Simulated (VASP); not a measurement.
Here is a VASP 6.6.1 calculation.

Contents of INCAR:

```
PREC = Accurate ; ENCUT = 520
EDIFF = 1E-8 ; ISMEAR = -1
SIGMA = 0.05 ; LREAL = False
LASPH = True ; NELM = 60
ALGO = Normal ; ISIF = 2
LWAVE = False ; LCHARG = False
LEFG = True ; NBANDS = 24
```

KPOINTS

```
regular mesh
0
Gamma
  13 13 13
```

The input POSCAR:

```
MoPt2
1.0
   -1.3740000000      1.9575000000      4.1190000000
    1.3740000000     -1.9575000000      4.1190000000
    1.3740000000      1.9575000000     -4.1190000000
Mo Pt
1 2
Direct
    0.0000000000      0.0000000000      0.0000000000
    0.6470000000      0.6470000000      0.0000000000
    0.3530000000      0.3530000000      0.0000000000
```

Potentials or basis: VASP PAW LDA potentials, release 64 (Mo_sv, Pt).

Command:

```bash
$ cat potpaw_LDA.64/Mo_sv/POTCAR potpaw_LDA.64/Pt/POTCAR > POTCAR
$ mpirun -np 1 vasp_std > vasp.out
```

**Question.** Predict the pressure.

**Answer.** 6.8 GPa.

**Question.** Predict the largest force.

**Answer.** 4.777 eV/Å.

Stress tensor (GPa, compression positive):
```
-2.50  0.00  0.00
 0.00  1.00  0.00
 0.00  0.00 22.02
```

Caveat: without QUAD_EFG the Cq values of the log hold for a quadrupole moment of 1 mb, not for the nuclei; forces of over 1 eV/Å act on the atoms, so gaps and moduli don't describe the material at rest.
